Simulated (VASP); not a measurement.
# CdF2 in VASP: notebook, part 3 of 3

VASP 6.6.1. The steps go on from the part before.

## (4) Single point, PBEsol (strained and its atoms moved)

File INCAR:

```
  PREC = Accurate
  ENCUT = 600
  EDIFF = 1E-6
  ISMEAR = 0
  SIGMA = 0.02
  LREAL = False
  LASPH = True
  NELM = 120
  ALGO = Normal
  ISIF = 2
  LWAVE = False
  LCHARG = False
  GGA = PS
  NBANDS = 24
  GGA_COMPAT = False
```

File KPOINTS:

```
regular mesh
0
Gamma
  8 8 8
```

File POSCAR:

```
CdF2
1.0
    0.0000000000      2.5159535400      2.5159535400
    2.7314735400     -0.2155200000      2.7314735400
    2.5159535400      2.5159535400      0.0000000000
Cd F
1 2
Direct
   -0.0045374556      0.0136123669     -0.0045374556
    0.2520247248      0.2439258255      0.2520247248
    0.7525127308      0.7424618076      0.7525127308
```

Potentials or basis: VASP PAW PBE potentials, release 64 (Cd_sv_GW, F).

The run is started by

```sh
cat potpaw_PBE.64/Cd_sv_GW/POTCAR potpaw_PBE.64/F/POTCAR > POTCAR
mpirun -np 1 vasp_std > vasp.out
```

OUTCAR:

```text
PREC = Accurate
   ENCUT = 600
   EDIFF = 1E-6
   ISMEAR = 0
   LREAL = False
   LASPH = True
   NELM = 120
   ISIF = 2
   GGA = PS

 ion  position               nearest neighbor table
   1  0.995  0.014  0.995-   2 2.19   2 2.19   2 2.19   3 2.24   3 2.24   3 2.24
   2  0.252  0.244  0.252-   1 2.19   1 2.19   1 2.19
   3  0.753  0.742  0.753-   1 2.24   1 2.24   1 2.24

  LATTYP: Found a trigonal (rhomboedric) cell.
 ALAT       =     3.8688944506
 COS(alpha) =     0.5771060512

  Lattice vectors:

 A1 = (   0.2155200000,  -2.7314735400,   2.7314735400)
 A2 = (   2.7314735400,  -2.7314735400,   0.2155200000)
 A3 = (   2.7314735400,  -0.2155200000,   2.7314735400)

Analysis of symmetry for initial positions (statically):
=====================================================================
 Subroutine PRICEL returns:
 Original cell was already a primitive cell.

 Routine SETGRP: Setting up the symmetry group for a
 trigonal (rhombohedral) supercell.

 Subroutine GETGRP returns: Found  6 space group operations
 (whereof  6 operations were pure point group operations)
 out of a pool of 12 trial point group operations.

The static configuration has the point symmetry C_3v.

Analysis of symmetry for dynamics (positions and initial velocities):
=====================================================================
 Subroutine PRICEL returns:
 Original cell was already a primitive cell.

 Routine SETGRP: Setting up the symmetry group for a
 trigonal (rhombohedral) supercell.

 Subroutine GETGRP returns: Found  6 space group operations
 (whereof  6 operations were pure point group operations)
 out of a pool of 12 trial point group operations.

The dynamic configuration has the point symmetry C_3v.

 Subroutine INISYM returns: Found  6 space group operations
 (whereof  6 operations are pure point group operations),
 and found     1 'primitive' translations

[... 111 lines left out ...]
   ISMEAR =     0;   SIGMA  =   0.02  broadening in eV -4-tet -1-fermi 0-gaus
   EFERMI_NEDOS =   21; number of points for ismear=-14 and -15
   IALGO  =     38    algorithm
   IMIX   =      4    mixing-type and parameters
     AMIX     =   0.40;   BMIX     =  1.00
     AMIX_MAG =   1.60;   BMIX_MAG =  1.00
  volume/ion in A,a.u.               =      11.98        80.86
  Fermi-wavevector in a.u.,A,eV,Ry     =   1.607024  3.036835 35.137400  2.582526
  Thomas-Fermi vector in A             =   2.703118
   LORBIT       =      0    0 simple, 1 ext, 2 COOP (PROOUT), +10 PAW based schemes
   GGA     = PS    functional components
   LHFCALC =     F    Hartree Fock is set to
   AEXX    =    0.0000 exact exchange contribution
   IVDW    =     0    specifies the selected vdW correction
   LEPSILON=     F    determine dielectric tensor
   LRPA    =     F    only Hartree local field effects (RPA)
 non-spin polarized calculation
 Gauss-broadening in eV      SIGMA  =   0.02
  energy-cutoff  :      600.00
  volume of cell :       35.94
 maximum number of plane-waves:      1224
   NGX = 15   NGY = 15   NGZ = 15

 number of electron      33.9999997 magnetization

 Free energy of the ion-electron system (eV)
  ---------------------------------------------------
  ext. energy  EPLUGINS =         0.00000000
  ---------------------------------------------------
  free energy    TOTEN  =       -11.52537962 eV

  energy without entropy =      -11.52537962  energy(sigma->0) =      -11.52537962

 E-fermi :   1.8117     XC(G=0): -11.3390

 val. band max:        1.4276436295   @ k =   0.5000   0.5000   0.0000
 cond. band min:       4.6494570980   @ k =   0.0000   0.0000   0.0000
 fundamental gap:      3.2218134684
 Fermi energy:         1.8117287163

 k-point     1 :       0.0000    0.0000    0.0000
  band No.  band energies     occupation
      1     -96.7844      2.00000
      2     -57.9465      2.00000
      3     -57.9113      2.00000
      4     -57.9113      2.00000
      5     -19.9199      2.00000
      6     -18.5488      2.00000
[... 637 lines left out ...]
     23      22.3230      0.00000
     24      22.5529      0.00000

 [... further k-points ...]

------------------------ aborting loop because EDIFF is reached ----------------------------------------

  FORCE on cell =-STRESS in cart. coord.  units (eV):
  Direction    XX          YY          ZZ          XY          YZ          ZX
  --------------------------------------------------------------------------------------
  -------------------------------------------------------------------------------------
  Total        2.7925448      2.7925448      2.7925448      0.6266928      0.6266928     -0.6266928
  in kB      124.4727773    124.4727773    124.4727773     27.9337292     27.9337292    -27.9337292
  external PRESSURE =     124.4727773 kB  Pullay stress =       0.0000000 kB

 VOLUME and BASIS-vectors are now :
 -----------------------------------------------------------------------------
  energy-cutoff  :      600.00
  volume of cell :       35.94
      direct lattice vectors                 reciprocal lattice vectors
     0.000000000  2.515953540  2.515953540    -0.191189161  0.191189161  0.206274458
     2.731473540 -0.215520000  2.731473540     0.176103865 -0.176103865  0.176103865
     2.515953540  2.515953540  0.000000000     0.206274458  0.191189161 -0.191189161

 POSITION                                       TOTAL-FORCE (eV/Angst)
 -----------------------------------------------------------------------------------
      2.54172      5.00614      2.54172        -0.158860      0.158860     -0.158860
      1.30036      1.21559      1.30036         0.319541     -0.319541      0.319541
      3.92130      3.62656      3.92130        -0.160681      0.160681     -0.160681
 -----------------------------------------------------------------------------------
    total drift:                                0.000771     -0.000918      0.000771

  FREE ENERGIE OF THE ION-ELECTRON SYSTEM (eV)
  ---------------------------------------------------
  free  energy   TOTEN  =       -11.5253796164 eV

  energy  without entropy=      -11.5253796164  energy(sigma->0) =      -11.52537962
```

It took 28 s on 1 thread of Intel Xeon 6975P-C (Granite Rapids), shared host; peak memory 0.22 GiB.

What came out:

| Quantity | Value |
| --- | --- |
| Free energy | -11.5254 eV |
| Pressure | 12.4 GPa |
| Largest force | 0.553 eV/Å |
| Band gap on the k mesh | 3.22 eV, indirect (least direct gap 3.44 eV) |

Forces in eV/Å, atoms in the order of the input:
```
Cd  -0.159  0.159 -0.159
F    0.320 -0.320  0.320
F   -0.161  0.161 -0.161
```

Stress tensor (GPa, compression positive):
```
12.45  2.79 -2.79
 2.79 12.45  2.79
-2.79  2.79 12.45
```

Caveat: the cell differs from its parent crystal (strained and its atoms moved); the PAW data sets were made with another functional, which shifts forces and pressure a little.

## (5) Summary

| potentials or basis | cell | cutoff (eV) | second run | gap on the mesh (eV) | pressure (GPa) | largest force (eV/Å) |
| --- | --- | --- | --- | --- | --- | --- |
| VASP PAW PBE potentials, release 64 (Cd, F) | a = 3.558, b = 3.869 Å, angles 62.6, 60.0, 62.6°, 3 atoms | 520 | - | 3.20 | 14.6 | 0.62 |
| VASP PAW PBE potentials, release 64 (Cd, F) | a = 3.821, b = 4.119, c = 4.119 Å, angles 60.0, 57.4, 57.4°, 3 atoms | 520 | - | 2.06 | -9.5 | 0.91 |
| VASP PAW PBE potentials, release 64 (Cd_sv_GW, F) | a = 3.558, b = 3.869 Å, angles 62.6, 60.0, 62.6°, 3 atoms | 600 | valence_matched | 3.22 | 12.4 | 0.55 |

Alike in all rows: task single point; level PBEsol; no spin polarisation; k mesh 8 × 8 × 8; smearing gaussian 0.02 eV.

Caveats: the PAW data sets were made with another functional, which shifts forces and pressure a little.

Total energies depend on the potentials used, so only differences within one code and one set of settings carry meaning.
